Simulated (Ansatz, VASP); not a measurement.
HgTe: VASP beside Ansatz

```xyz
2
Lattice="0.0000 2.9215 2.9215 2.9215 0.0000 2.9215 2.9215 2.9215 0.0000" Properties=species:S:1:pos:R:3 pbc="T T T"
Hg    0.0000    0.0000    0.0000
Te    2.9215    2.9215    3.0415
```

Alike in both runs: task single point; functional PBE; k mesh 12 × 12 × 12; occupations fermi-dirac, width 0.08 eV; no spin polarisation.

|  | VASP | Ansatz |
| --- | --- | --- |
| version | VASP 6.6.1 | Ansatz 0.2.0 |
| potentials or method | VASP PAW PBE potentials, release 64 (Hg, Te), cutoff 520 eV | all-electron LAPW, scalar-relativistic |

|  | VASP | Ansatz | Ansatz less VASP |
| --- | --- | --- | --- |
| pressure (GPa) | 11.1 | 10.9 | -0.25 |
| traceless stress, the component that is largest in VASP (GPa) | 1.04 | 1.02 | -0.019 |
| rms of the force components (eV/Å) | 0.299 | 0.295 | -0.0040 |

Atom by atom the forces differ by 0.004 eV/Å (rms over components). Ansatz ran all-electron here, and VASP with PAW potentials.

Neither program's run includes spin-orbit coupling.
